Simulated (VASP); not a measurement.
# CsI (P4/mmm) in VASP: notebook, part 2 of 2

VASP 6.6.1.

## 4. Single point, r2SCAN (strain +0.0100 x Voigt [0, 0, 1, 0, 0, 0])

The input, POSCAR:

```
CsI
1.0
    4.5667000000      0.0000000000      0.0000000000
    0.0000000000      4.5667000000      0.0000000000
    0.0000000000      0.0000000000      4.6123670000
Cs I
1 1
Direct
    0.0000000000      0.0000000000      0.0000000000
    0.5000000000      0.5000000000      0.5000000000
```

The input, INCAR.step1:

```
SYSTEM = CsI
ALGO = Normal
EDIFF = 1E-5
ENCUT = 550
GGA = PE
GGA_COMPAT = .FALSE.
ISMEAR = 0
LASPH = .TRUE.
LCHARG = .FALSE.
LREAL = .FALSE.
LWAVE = .TRUE.
NBANDS = 15
NELM = 120
PREC = Accurate
SIGMA = 0.05
```

The input, INCAR.step2:

```
SYSTEM = CsI
ALGO = Normal
EDIFF = 1E-6
ENCUT = 550
GGA_COMPAT = .FALSE.
ISIF = 2
ISMEAR = 0
ISTART = 1
LASPH = .TRUE.
LCHARG = .FALSE.
LMIXTAU = .TRUE.
LREAL = .FALSE.
LWAVE = .FALSE.
METAGGA = R2SCAN
NBANDS = 15
NELM = 120
PREC = Accurate
SIGMA = 0.05
```

The input, KPOINTS:

```
k-points
0
G
  6 6 6
  0 0 0
```

Potentials or basis: VASP PAW PBE potentials, release 64 (Cs_sv, I).

The run is started by

```console
> cat potpaw_PBE.64/Cs_sv/POTCAR potpaw_PBE.64/I/POTCAR > POTCAR
> cp INCAR.step1 INCAR
> mpirun -np 1 vasp_std > vasp.out
> cp INCAR.step2 INCAR
> mpirun -np 1 vasp_std > vasp.out
```

OUTCAR:

```text
SYSTEM = CsI
   EDIFF = 1E-6
   ENCUT = 550
   ISIF = 2
   ISMEAR = 0
   ISTART = 1
   LASPH = .TRUE.
   LREAL = .FALSE.
   METAGGA = R2SCAN
   NELM = 120
   PREC = Accurate

 ion  position               nearest neighbor table
   1  0.000  0.000  0.000-
   2  0.500  0.500  0.500-

  LATTYP: Found a simple tetragonal cell.
 ALAT       =     4.5667000000
 C/A-ratio  =     1.0100000000

  Lattice vectors:

 A1 = (   4.5667000000,   0.0000000000,   0.0000000000)
 A2 = (   0.0000000000,   4.5667000000,   0.0000000000)
 A3 = (   0.0000000000,   0.0000000000,   4.6123670000)

Analysis of symmetry for initial positions (statically):
=====================================================================
 Subroutine PRICEL returns:
 Original cell was already a primitive cell.

 Routine SETGRP: Setting up the symmetry group for a
 simple tetragonal supercell.

 Subroutine GETGRP returns: Found 16 space group operations
 (whereof 16 operations were pure point group operations)
 out of a pool of 16 trial point group operations.

The static configuration has the point symmetry D_4h.

Analysis of symmetry for dynamics (positions and initial velocities):
=====================================================================
 Subroutine PRICEL returns:
 Original cell was already a primitive cell.

 Routine SETGRP: Setting up the symmetry group for a
 simple tetragonal supercell.

 Subroutine GETGRP returns: Found 16 space group operations
 (whereof 16 operations were pure point group operations)
 out of a pool of 16 trial point group operations.

The dynamic configuration has the point symmetry D_4h.

 Subroutine INISYM returns: Found 16 space group operations
 (whereof 16 operations are pure point group operations),
 and found     1 'primitive' translations

----------------------------------------------------------------------------------------

                                     Primitive cell

  volume of cell :      96.1898

  direct lattice vectors                    reciprocal lattice vectors
     4.566700000  0.000000000  0.000000000     0.218976504  0.000000000  0.000000000
     0.000000000  4.566700000  0.000000000     0.000000000  0.218976504  0.000000000
     0.000000000  0.000000000  4.612367000     0.000000000  0.000000000  0.216808420

  length of vectors
     4.566700000  4.566700000  4.612367000     0.218976504  0.218976504  0.216808420

  position of ions in fractional coordinates (direct lattice)
     0.000000000  0.000000000  0.000000000
     0.500000000  0.500000000  0.500000000

  ion indices of the primitive-cell ions
   primitive index   ion index
                 1           1
                 2           2

----------------------------------------------------------------------------------------

 KPOINTS: k-points

Automatic generation of k-mesh.
 Grid dimensions read from file:
 generate k-points for:    6    6    6

 Generating k-lattice:

  Cartesian coordinates                     Fractional coordinates (reciprocal lattice)
[... 22 lines left out ...]
  0.333333  0.166667  0.000000      8.000000
[... 16 lines left out ...]
  0.333333  0.000000  0.333333      8.000000
  0.500000  0.000000  0.333333      4.000000
 [... further k-points ...]
   k-points           NKPTS =     40   k-points in BZ     NKDIM =     40   number of bands    NBANDS=     15
   number of dos      NEDOS =    301   number of ions     NIONS =      2
   total plane-waves  NPLWV =  46656
   dimension x,y,z NGX =    36 NGY =   36 NGZ =   36
   dimension x,y,z NGXF=    72 NGYF=   72 NGZF=   72
   ions per type =               1   1
   NGX,Y,Z   is equivalent  to a cutoff of  13.11, 13.11, 12.98 a.u.
   NGXF,Y,Z  is equivalent  to a cutoff of  26.21, 26.21, 25.95 a.u.
 SYSTEM =  CsI
   PREC   = accura    normal or accurate (medium, high low for compatibility)
   ISTART =      1    job   : 0-new  1-cont  2-samecut
   ICHARG =      0    charge: 1-file 2-atom 10-const
   ISPIN  =      1    spin polarized calculation?
   LNONCOLLINEAR =      F non collinear calculations
   LSORBIT =      F    spin-orbit coupling
   LASPH  =      T    aspherical Exc in radial PAW
   ENCUT  =  550.0 eV  40.42 Ry    6.36 a.u.   8.73  8.73  8.82*2*pi/ulx,y,z
   NELM   =    120;   NELMIN=  2; NELMDL=  0     # of ELM steps
   EDIFF  = 0.1E-05   stopping-criterion for ELM
   LREAL  =      F    real-space projection
   EDIFFG = 0.1E-04   stopping-criterion for IOM
   NSW    =      0    number of steps for IOM
   IBRION =     -1    ionic relax: 0-MD 1-quasi-New 2-CG
   NFREE  =      0    steps in history (QN), initial steepest desc. (CG)
   ISIF   =      2    stress and relaxation
   ISYM   =      2    0-nonsym 1-usesym 2-fastsym
   POTIM  = 0.5000    time-step for ionic-motion
   TEBEG  =    0.0;   TEEND  =   0.0 temperature during run
   PSTRESS=    0.0 pullay stress
   NELECT =      16.0000    total number of electrons
   NUPDOWN=      -1.0000    fix difference up-down
   EMIN   =  10.00;   EMAX   =-10.00  energy-range for DOS
   EFERMI =   0.00;   METHOD = LEGACY
   ISMEAR =     0;   SIGMA  =   0.05  broadening in eV -4-tet -1-fermi 0-gaus
   EFERMI_NEDOS =   21; number of points for ismear=-14 and -15
   IALGO  =     38    algorithm
   IMIX   =      4    mixing-type and parameters
     AMIX     =   0.40;   BMIX     =  1.00
     AMIX_MAG =   1.60;   BMIX_MAG =  1.00
  volume/ion in A,a.u.               =      48.09       324.56
  Fermi-wavevector in a.u.,A,eV,Ry     =   0.900337  1.701391 11.028980  0.810607
  Thomas-Fermi vector in A             =   2.023282
   LORBIT       =      0    0 simple, 1 ext, 2 COOP (PROOUT), +10 PAW based schemes
   METAGGA = R2SCAN    functional components
   LHFCALC =     F    Hartree Fock is set to
   AEXX    =    0.0000 exact exchange contribution
   IVDW    =     0    specifies the selected vdW correction
   LEPSILON=     F    determine dielectric tensor
   LRPA    =     F    only Hartree local field effects (RPA)
 non-spin polarized calculation
 Gauss-broadening in eV      SIGMA  =   0.05
  energy-cutoff  :      550.00
  volume of cell :       96.19
 maximum number of plane-waves:      2852
 NGX is ok and might be reduce to    36
   NGX = 17   NGY = 17   NGZ = 17

 number of electron      16.0000003 magnetization

 Free energy of the ion-electron system (eV)
  ---------------------------------------------------
  ext. energy  EPLUGINS =         0.00000000
  ---------------------------------------------------
  free energy    TOTEN  =       -53.12365312 eV

  energy without entropy =      -53.12365312  energy(sigma->0) =      -53.12365312

 E-fermi :   0.7422     XC(G=0):  -8.0772

 val. band max:        0.4671970950   @ k =   0.5000   0.0000   0.5000
 cond. band min:       5.0014301789   @ k =   0.0000   0.0000   0.0000
 fundamental gap:      4.5342330839
 Fermi energy:         0.7422126008

 k-point     1 :       0.0000    0.0000    0.0000
  band No.  band energies     occupation
      1     -20.5226      2.00000
      2     -10.4979      2.00000
      3      -6.8582      2.00000
      4      -6.8478      2.00000
      5      -6.8478      2.00000
      6       0.3326      2.00000
      7       0.3783      2.00000
      8       0.3783      2.00000
      9       5.0014      0.00000
     10       5.0775      0.00000
     11       5.0926      0.00000
     12       8.8086      0.00000
     13       8.8086      0.00000
     14       8.8826      0.00000
[... 401 lines left out ...]
      2     -10.3734      2.00000
      3      -7.1531      2.00000
      4      -7.0981      2.00000
      5      -6.7590      2.00000
      6      -0.5939      2.00000
      7      -0.2795      2.00000
      8       0.4076      2.00000
      9       5.5487      0.00000
     10       6.2668      0.00000
     11       7.4710      0.00000
     12       7.4772      0.00000
     13       8.6669      0.00000
     14      10.1269      0.00000
     15      10.4972      0.00000

 [... further k-points ...]

------------------------ aborting loop because EDIFF is reached ----------------------------------------

  FORCE on cell =-STRESS in cart. coord.  units (eV):
  Direction    XX          YY          ZZ          XY          YZ          ZX
  --------------------------------------------------------------------------------------
  -------------------------------------------------------------------------------------
  Total        0.2012042      0.2012042      0.0920801      0.0000000      0.0000000      0.0000000
  in kB        3.3513422      3.3513422      1.5337260      0.0000000      0.0000000      0.0000000
  external PRESSURE =       2.7454701 kB  Pullay stress =       0.0000000 kB

 VOLUME and BASIS-vectors are now :
 -----------------------------------------------------------------------------
  energy-cutoff  :      550.00
  volume of cell :       96.19
      direct lattice vectors                 reciprocal lattice vectors
     4.566700000  0.000000000  0.000000000     0.218976504  0.000000000  0.000000000
     0.000000000  4.566700000  0.000000000     0.000000000  0.218976504  0.000000000
     0.000000000  0.000000000  4.612367000     0.000000000  0.000000000  0.216808420

 POSITION                                       TOTAL-FORCE (eV/Angst)
 -----------------------------------------------------------------------------------
      0.00000      0.00000      0.00000         0.000000      0.000000      0.000000
      2.28335      2.28335      2.30618         0.000000      0.000000      0.000000
 -----------------------------------------------------------------------------------
    total drift:                                0.000000      0.000000      0.000000

  FREE ENERGIE OF THE ION-ELECTRON SYSTEM (eV)
  ---------------------------------------------------
  free  energy   TOTEN  =       -53.1236531211 eV

  energy  without entropy=      -53.1236531211  energy(sigma->0) =      -53.12365312
```

Run time: 68 s. Hardware: 1 thread of Intel Xeon 6975P-C (Granite Rapids), shared host; peak memory 0.25 GiB.

What came out:

* Free energy: -53.1237 eV
* Pressure: 0.3 GPa
* Band gap on the k mesh: 4.53 eV (least direct gap 4.62 eV)

Levels at points of the mesh, in eV from the valence-band top:
```
           k point  band 6  band 7  band 8  band 9  band 10  band 11
(0.00, 0.00, 0.00)   -0.13   -0.09   -0.09    4.53     4.61     4.63
(0.50, 0.00, 0.00)   -1.55   -0.28   -0.22    5.65     7.09     7.31
(0.50, 0.50, 0.00)   -0.89   -0.89   -0.04    4.75     5.45     6.60
(0.00, 0.00, 0.50)   -1.54   -0.24   -0.24    5.63     7.08     7.24
(0.50, 0.00, 0.50)   -0.89   -0.87    0.00    4.74     5.52     6.67
(0.50, 0.50, 0.50)   -1.31   -1.31   -1.30    7.66     7.72     7.72
```

Caveat: the cell differs from its parent crystal (strain +0.0100 x Voigt [0, 0, 1, 0, 0, 0]); the PAW data sets were made with another functional, which shifts forces and pressure a little; spin-orbit coupling is left out, which moves the levels of the heavy elements.

## 5. Overview

| cell | gap on the mesh (eV) | pressure (GPa) |
| --- | --- | --- |
| a = 4.567, b = 4.567, c = 4.544 Å, 2 atoms | 4.58 | 0.5 |
| a = 4.567, b = 4.567, c = 4.590 Å, 2 atoms | 4.57 | 0.3 |
| a = 4.567, b = 4.567, c = 4.612 Å, 2 atoms | 4.53 | 0.3 |

Alike in all rows: task single point; level r2SCAN; potentials or basis VASP PAW PBE potentials, release 64 (Cs_sv, I); no spin polarisation; k mesh 6 × 6 × 6; cutoff (eV) 550; smearing gaussian 0.05 eV.

Caveats: the PAW data sets were made with another functional, which shifts forces and pressure a little; spin-orbit coupling is left out, which moves the levels of the heavy elements.

Absolute energies hang on the potentials; compare differences alone.
